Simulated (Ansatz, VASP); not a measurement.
Fe in VASP and in Ansatz

File INCAR:

```
PREC = Accurate ; ENCUT = 520
EDIFF = 1E-7 ; ISMEAR = 0
SIGMA = 0.1 ; LREAL = False
LASPH = True ; NELM = 150
ALGO = Normal ; ISIF = 2
LWAVE = False ; LCHARG = False
ISPIN = 2 ; MAGMOM = 2.52
LORBIT = 11 ; LMAXMIX = 4
GGA = PE ; NBANDS = 14
```

File KPOINTS:

```
regular mesh
0
Gamma
  20 20 20
```

POSCAR

```
Fe
1.0
    0.0000000000      1.9417396906      1.9651051623
    1.4984397099      0.0000000000      1.9651051623
    1.4984397099      1.9417396906      0.0000000000
Fe
1
Direct
    0.0000000000      0.0000000000      0.0000000000
```

Input for Ansatz:

```yaml
crystal:
  lattice:
    - [0.0, 1.9417396906, 1.9651051623]
    - [1.4984397099, 0.0, 1.9651051623]
    - [1.4984397099, 1.9417396906, 0.0]
  atoms:
    - { symbol: Fe, position: [0.0, 0.0, 0.0], spin: 2.52 }
basis:
  ecutwfc: 420
kpoints:
  mp_grid: { grid: [20, 20, 20] }
hamiltonian:
  xc: pbe
scf:
  occupations: { method: gaussian, width: 0.1 }
output:
  forces: true
  stress: true
  eigenvalues: true
  populations: true
magnetization:
  spin_polarized: true
```

Alike in both runs: task single point; functional PBE; k mesh 20 × 20 × 20; occupations gaussian, width 0.1 eV; collinear spin.

|  | VASP | Ansatz |
| --- | --- | --- |
| version | VASP 6.6.1 | Ansatz 0.2.0 |
| potentials or method | VASP PAW PBE potentials, release 64 (Fe), cutoff 520 eV | scalar-relativistic, plane waves, PAW |
| valence electrons in the cell | 8 | 16 |

|  | VASP | Ansatz | Ansatz less VASP |
| --- | --- | --- | --- |
| gap on the k mesh at the Fermi level (eV) | none | none | - |
| pressure (GPa) | -0.6 | -0.6 | +0.06 |
| traceless stress, the component that is largest in VASP (GPa) | -5.23 | -5.31 | -0.076 |
| net moment per atom (μB) | 2.22 | 2.20 | -0.019 |
| size of the moment on the site where the two differ most (μB) | 2.22 | 2.25 | +0.029 |

Site moments also hang on the region over which each program counts them. A gap of «none» marks a metal or a gap that the smearing closes. VASP's potentials hold 8 valence electrons a cell and Ansatz's 16, so a difference there can come from the potentials and not from the codes.
